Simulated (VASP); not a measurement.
# BN (Fm-3m) in VASP: further runs

The runs below take BN through single point, with PBE, HSE06.

All numbers are computed with VASP 6.6.1; they aren't measurements. Logs are shortened: lines on timing, memory, paths and dates and some standing lists are left out, and cuts for length are marked.

## Step 1: The cell of the first run

Symmetry: Fm-3m, No. 225, cubic system. The conventional cell has a = 3.492 Å, b = 3.492 Å, c = 3.492 Å, α = 90.00°, β = 90.00°, γ = 90.00°. B (site symmetry m-3m) has 6 N at 1.75 Å within 2.3 Å. N (site symmetry m-3m) has 6 B at 1.75 Å within 2.3 Å.

## Step 2: Single point, PBE

INCAR

```
SYSTEM = BN
ALGO     = Normal         ! electronic algorithm
EDIFF    = 1E-6           ! SCF threshold, eV
ENCUT    = 520            ! plane-wave cutoff, eV
GGA      = PE             ! functional
ISIF     = 2              ! what is computed and relaxed
ISMEAR   = 0              ! smearing method
LASPH    = .TRUE.         ! aspherical terms in the spheres
LCHARG   = .TRUE.         ! write CHGCAR
LELF     = .TRUE.         ! ELF
LREAL    = .FALSE.        ! projectors in reciprocal space
LVHAR    = .TRUE.       
LWAVE    = .FALSE.        ! write WAVECAR
NBANDS   = 11             ! bands
NELM     = 60             ! most SCF steps
PREC     = Accurate       ! precision mode
SIGMA    = 0.01           ! smearing width, eV
```

KPOINTS

```
k-points
0
G
  12 12 12
  0 0 0
```

POSCAR

```
BN
1.0
    0.0000000000      1.7458259400      1.7458259400
    1.7458259400      0.0000000000      1.7458259400
    1.7458259400      1.7458259400      0.0000000000
B N
1 1
Direct
    0.0000000000      0.0000000000      0.0000000000
    0.5000000000      0.5000000000      0.5000000000
```

Potentials or basis: VASP PAW PBE potentials, release 64 (B, N).

The run is started by

```bash
$ cat potpaw_PBE.64/B/POTCAR potpaw_PBE.64/N/POTCAR > POTCAR
$ mpirun -np 1 vasp_std > vasp.out
```

OUTCAR:

```text
SYSTEM = BN
   EDIFF = 1E-6
   ENCUT = 520
   GGA = PE
   ISIF = 2
   ISMEAR = 0
   LASPH = .TRUE.
   LREAL = .FALSE.
   NELM = 60
   PREC = Accurate

 ion  position               nearest neighbor table
   1  0.000  0.000  0.000-   2 1.75   2 1.75   2 1.75   2 1.75   2 1.75   2 1.75
   2  0.500  0.500  0.500-   1 1.75   1 1.75   1 1.75   1 1.75   1 1.75   1 1.75

  LATTYP: Found a face centered cubic cell.
 ALAT       =     3.4916518800

  Lattice vectors:

 A1 = (   0.0000000000,   1.7458259400,   1.7458259400)
 A2 = (   1.7458259400,   0.0000000000,   1.7458259400)
 A3 = (   1.7458259400,   1.7458259400,   0.0000000000)

Analysis of symmetry for initial positions (statically):
=====================================================================
 Subroutine PRICEL returns:
 Original cell was already a primitive cell.

 Routine SETGRP: Setting up the symmetry group for a
 face centered cubic supercell.

 Subroutine GETGRP returns: Found 48 space group operations
 (whereof 48 operations were pure point group operations)
 out of a pool of 48 trial point group operations.

The static configuration has the point symmetry O_h .

Analysis of symmetry for dynamics (positions and initial velocities):
=====================================================================
 Subroutine PRICEL returns:
 Original cell was already a primitive cell.

 Routine SETGRP: Setting up the symmetry group for a
 face centered cubic supercell.

 Subroutine GETGRP returns: Found 48 space group operations
 (whereof 48 operations were pure point group operations)
 out of a pool of 48 trial point group operations.

The dynamic configuration has the point symmetry O_h .

 Subroutine INISYM returns: Found 48 space group operations
 (whereof 48 operations are pure point group operations),
 and found     1 'primitive' translations

----------------------------------------------------------------------------------------

                                     Primitive cell

  volume of cell :      10.6422

  direct lattice vectors                    reciprocal lattice vectors
     0.000000000  1.745825940  1.745825940    -0.286397394  0.286397394  0.286397394
     1.745825940  0.000000000  1.745825940     0.286397394 -0.286397394  0.286397394
     1.745825940  1.745825940  0.000000000     0.286397394  0.286397394 -0.286397394

  length of vectors
     2.468970722  2.468970722  2.468970722     0.496054838  0.496054838  0.496054838

  position of ions in fractional coordinates (direct lattice)
     0.000000000  0.000000000  0.000000000
     0.500000000  0.500000000  0.500000000

  ion indices of the primitive-cell ions
   primitive index   ion index
                 1           1
                 2           2

----------------------------------------------------------------------------------------

 KPOINTS: k-points

Automatic generation of k-mesh.
 Grid dimensions read from file:
 generate k-points for:   12   12   12

 Generating k-lattice:

  Cartesian coordinates                     Fractional coordinates (reciprocal lattice)
    -0.023866450  0.023866450  0.023866450     0.083333333  0.000000000  0.000000000
     0.023866450 -0.023866450  0.023866450     0.000000000  0.083333333  0.000000000
     0.023866450  0.023866450 -0.023866450     0.000000000  0.000000000  0.083333333

  Length of vectors
     0.041337903  0.041337903  0.041337903

  Shift w.r.t. Gamma in fractional coordinates (k-lattice)
     0.000000000  0.000000000  0.000000000

 Subroutine IBZKPT returns following result:
 ===========================================

 Found     72 irreducible k-points:

 Following reciprocal coordinates:
            Coordinates               Weight
  0.000000  0.000000  0.000000      1.000000
  0.083333  0.000000  0.000000      8.000000
  0.166667  0.000000  0.000000      8.000000
  0.250000  0.000000  0.000000      8.000000
  0.333333  0.000000  0.000000      8.000000
  0.416667  0.000000  0.000000      8.000000
[... 16 lines left out ...]
  0.500000  0.166667  0.000000     24.000000
 -0.416667  0.166667  0.000000     24.000000
 [... further k-points ...]
   k-points           NKPTS =     72   k-points in BZ     NKDIM =     72   number of bands    NBANDS=     11
   number of dos      NEDOS =    301   number of ions     NIONS =      2
   total plane-waves  NPLWV =   5832
   dimension x,y,z NGX =    18 NGY =   18 NGZ =   18
   dimension x,y,z NGXF=    36 NGYF=   36 NGZF=   36
   ions per type =               1   1
   NGX,Y,Z   is equivalent  to a cutoff of  12.12, 12.12, 12.12 a.u.
   NGXF,Y,Z  is equivalent  to a cutoff of  24.24, 24.24, 24.24 a.u.
 SYSTEM =  BN
   PREC   = accura    normal or accurate (medium, high low for compatibility)
   ISTART =      0    job   : 0-new  1-cont  2-samecut
   ICHARG =      2    charge: 1-file 2-atom 10-const
   ISPIN  =      1    spin polarized calculation?
   LNONCOLLINEAR =      F non collinear calculations
   LSORBIT =      F    spin-orbit coupling
   LASPH  =      T    aspherical Exc in radial PAW
   ENCUT  =  520.0 eV  38.22 Ry    6.18 a.u.   4.59  4.59  4.59*2*pi/ulx,y,z
   NELM   =     60;   NELMIN=  2; NELMDL= -5     # of ELM steps
   EDIFF  = 0.1E-05   stopping-criterion for ELM
   LREAL  =      F    real-space projection
   EDIFFG = 0.1E-04   stopping-criterion for IOM
   NSW    =      0    number of steps for IOM
   IBRION =     -1    ionic relax: 0-MD 1-quasi-New 2-CG
   NFREE  =      0    steps in history (QN), initial steepest desc. (CG)
   ISIF   =      2    stress and relaxation
   ISYM   =      2    0-nonsym 1-usesym 2-fastsym
   POTIM  = 0.5000    time-step for ionic-motion
   TEBEG  =    0.0;   TEEND  =   0.0 temperature during run
   PSTRESS=    0.0 pullay stress
   NELECT =       8.0000    total number of electrons
   NUPDOWN=      -1.0000    fix difference up-down
   EMIN   =  10.00;   EMAX   =-10.00  energy-range for DOS
   EFERMI =   0.00;   METHOD = LEGACY
   ISMEAR =     0;   SIGMA  =   0.01  broadening in eV -4-tet -1-fermi 0-gaus
   EFERMI_NEDOS =   21; number of points for ismear=-14 and -15
   IALGO  =     38    algorithm
   IMIX   =      4    mixing-type and parameters
     AMIX     =   0.40;   BMIX     =  1.00
     AMIX_MAG =   1.60;   BMIX_MAG =  1.00
  volume/ion in A,a.u.               =       5.32        35.91
  Fermi-wavevector in a.u.,A,eV,Ry     =   1.488540  2.812933 30.147133  2.215752
  Thomas-Fermi vector in A             =   2.601562
   LORBIT       =      0    0 simple, 1 ext, 2 COOP (PROOUT), +10 PAW based schemes
   GGA     = PE    functional components
   LHFCALC =     F    Hartree Fock is set to
   AEXX    =    0.0000 exact exchange contribution
   IVDW    =     0    specifies the selected vdW correction
   LEPSILON=     F    determine dielectric tensor
   LRPA    =     F    only Hartree local field effects (RPA)
 non-spin polarized calculation
 Gauss-broadening in eV      SIGMA  =   0.01
  energy-cutoff  :      520.00
  volume of cell :       10.64
 maximum number of plane-waves:       302
   NGX =  9   NGY =  9   NGZ =  9

 number of electron       7.9999998 magnetization

 Free energy of the ion-electron system (eV)
  ---------------------------------------------------
  ext. energy  EPLUGINS =         0.00000000
  ---------------------------------------------------
  free energy    TOTEN  =       -13.94445005 eV

  energy without entropy =      -13.94445005  energy(sigma->0) =      -13.94445005

 E-fermi :  10.5527     XC(G=0): -13.7604

 val. band max:       10.4571323390   @ k =  -0.1667   0.1667   0.0000
 cond. band min:      11.6528728095   @ k =   0.5000   0.5000   0.0000
 fundamental gap:      1.1957404705
 Fermi energy:        10.5526736910

 k-point     1 :       0.0000    0.0000    0.0000
  band No.  band energies     occupation
      1     -12.1048      2.00000
      2       9.5243      2.00000
      3       9.5243      2.00000
      4       9.5243      2.00000
      5      19.6288      0.00000
      6      22.4961      0.00000
      7      22.4961      0.00000
      8      22.4961      0.00000
      9      28.9941      0.00000
     10      28.9941      0.00000
     11      28.9941      0.00000

 k-point     2 :       0.0833    0.0000    0.0000
  band No.  band energies     occupation
      1     -11.9093      2.00000
      2       8.6836      2.00000
      3       9.5089      2.00000
      4       9.5089      2.00000
      5      19.8533      0.00000
      6      21.8286      0.00000
      7      21.8286      0.00000
      8      22.3637      0.00000
      9      28.3726      0.00000
     10      29.4896      0.00000
     11      29.4896      0.00000

 k-point     3 :       0.1667    0.0000    0.0000
  band No.  band energies     occupation
      1     -11.3279      2.00000
      2       6.5964      2.00000
      3       9.4852      2.00000
      4       9.4852      2.00000
      5      19.7903      0.00000
      6      20.2894      0.00000
      7      20.2894      0.00000
      8      22.5030      0.00000
      9      28.0711      0.00000
     10      30.8943      0.00000
     11      30.8943      0.00000

 k-point     4 :       0.2500    0.0000    0.0000
  band No.  band energies     occupation
      1     -10.3786      2.00000
      2       3.9611      2.00000
      3       9.5011      2.00000
      4       9.5011      2.00000
      5      18.5589      0.00000
      6      18.5589      0.00000
      7      19.0699      0.00000
      8      23.1507      0.00000
      9      28.7656      0.00000
     10      33.0909      0.00000
     11      33.0909      0.00000
[... 239 lines left out ...]
 k-point    22 :       0.4167    0.1667    0.0000
  band No.  band energies     occupation
      1      -7.9602      2.00000
      2       0.9300      2.00000
      3       7.3653      2.00000
      4       7.4123      2.00000
      5      14.6306      0.00000
      6      19.8976      0.00000
      7      20.4350      0.00000
      8      24.5825      0.00000
      9      27.2172      0.00000
     10      38.5979      0.00000
     11      41.7294      0.00000

 k-point    23 :       0.5000    0.1667    0.0000
  band No.  band energies     occupation
      1      -6.6363      2.00000
      2      -1.0677      2.00000
      3       6.5837      2.00000
      4       7.7746      2.00000
      5      14.8615      0.00000
      6      18.5814      0.00000
      7      20.3158      0.00000
      8      24.9105      0.00000
      9      29.8144      0.00000
     10      36.9545      0.00000
     11      42.9220      0.00000

 k-point    24 :      -0.4167    0.1667    0.0000
  band No.  band energies     occupation
      1      -6.3655      2.00000
      2      -1.4207      2.00000
      3       5.9089      2.00000
      4       8.4708      2.00000
      5      15.4111      0.00000
      6      17.4788      0.00000
      7      20.5083      0.00000
      8      24.8622      0.00000
      9      32.2208      0.00000
     10      35.0119      0.00000
     11      39.5381      0.00000

 [... further k-points ...]
[... 5 lines left out ...]
  --------------------------------------------------------------------------------------
  -------------------------------------------------------------------------------------
  Total        0.2565685      0.2565685      0.2565685     -0.0000000     -0.0000000     -0.0000000
  in kB       38.6261226     38.6261226     38.6261226     -0.0000000     -0.0000000     -0.0000000
  external PRESSURE =      38.6261226 kB  Pullay stress =       0.0000000 kB

 VOLUME and BASIS-vectors are now :
 -----------------------------------------------------------------------------
  energy-cutoff  :      520.00
  volume of cell :       10.64
      direct lattice vectors                 reciprocal lattice vectors
     0.000000000  1.745825940  1.745825940    -0.286397394  0.286397394  0.286397394
     1.745825940  0.000000000  1.745825940     0.286397394 -0.286397394  0.286397394
     1.745825940  1.745825940  0.000000000     0.286397394  0.286397394 -0.286397394

 POSITION                                       TOTAL-FORCE (eV/Angst)
 -----------------------------------------------------------------------------------
      0.00000      0.00000      0.00000         0.000000      0.000000      0.000000
      1.74583      1.74583      1.74583        -0.000000     -0.000000     -0.000000
 -----------------------------------------------------------------------------------
    total drift:                               -0.000000     -0.000000     -0.000000

  FREE ENERGIE OF THE ION-ELECTRON SYSTEM (eV)
  ---------------------------------------------------
  free  energy   TOTEN  =       -13.9444500473 eV

  energy  without entropy=      -13.9444500473  energy(sigma->0) =      -13.94445005
```

Run time: 12 s. Hardware: 1 thread of Intel Xeon 8259CL, shared host; peak memory 0.11 GiB.

What came out:

- Free energy: -13.9445 eV
- Pressure: 3.9 GPa
- Band gap on the k mesh: 1.20 eV (least direct gap 5.85 eV)

Caveat: the cell stands under pressure; the structure was generated, so it needn't be the stable form of BN.

## Step 3: Single point, HSE06

POSCAR is that of step 2.

INCAR.step1

```
SYSTEM = BN
PREC = Accurate
ENCUT = 520
EDIFF = 1E-5
ISMEAR = 0
SIGMA = 0.01
LREAL = .FALSE.
LASPH = .TRUE.
NELM = 60
ALGO = Normal
ISIF = 2
LWAVE = .TRUE.
LCHARG = .FALSE.
NBANDS = 11
GGA = PE
```

INCAR.step2

```
SYSTEM = BN
PREC = Accurate
ENCUT = 520
EDIFF = 1E-6
ISMEAR = 0
SIGMA = 0.01
LREAL = .FALSE.
LASPH = .TRUE.
NELM = 60
ALGO = Normal
ISIF = 2
LWAVE = .FALSE.
LCHARG = .FALSE.
GGA = PE
LHFCALC = .TRUE.
HFSCREEN = 0.2079
PRECFOCK = Normal
NBANDS = 11
ISTART = 1
```

KPOINTS

```
regular mesh
0
G
  8 8 8
  0 0 0
```

Potentials or basis: VASP PAW PBE potentials, release 64 (B, N).

The run is started by

```bash
$ cat potpaw_PBE.64/B/POTCAR potpaw_PBE.64/N/POTCAR > POTCAR
$ cp INCAR.step1 INCAR
$ mpirun -np 1 vasp_std > vasp.out
$ cp INCAR.step2 INCAR
$ mpirun -np 1 vasp_std > vasp.out
```

Wall time 13 min (1 thread of Intel Xeon 8259CL, shared host); peak memory 0.22 GiB.

The run converged. Its results:

* Free energy: -16.5830 eV
* Pressure: -8.1 GPa
* Band gap on the k mesh: 2.32 eV (least direct gap 7.24 eV)

Levels at points of the mesh, in eV from the valence-band top:
```tsv
k point	band 1	band 2	band 3	band 4	band 5	band 6	band 7	band 8
(0.00, 0.00, 0.00)	-24.55	-0.92	-0.92	-0.92	11.00	14.22	14.22	14.22
(0.50, 0.00, 0.00)	-18.96	-13.71	-0.60	-0.60	6.64	6.64	8.83	15.94
(0.50, 0.50, 0.00)	-15.95	-12.87	-6.07	-6.07	2.32	10.07	17.02	17.02
```

Caveat: the cell stands under tension; the structure was generated, so it needn't be the stable form of BN; the PAW data sets were made with another functional, which shifts forces and pressure a little. A k mesh can miss the band edges.
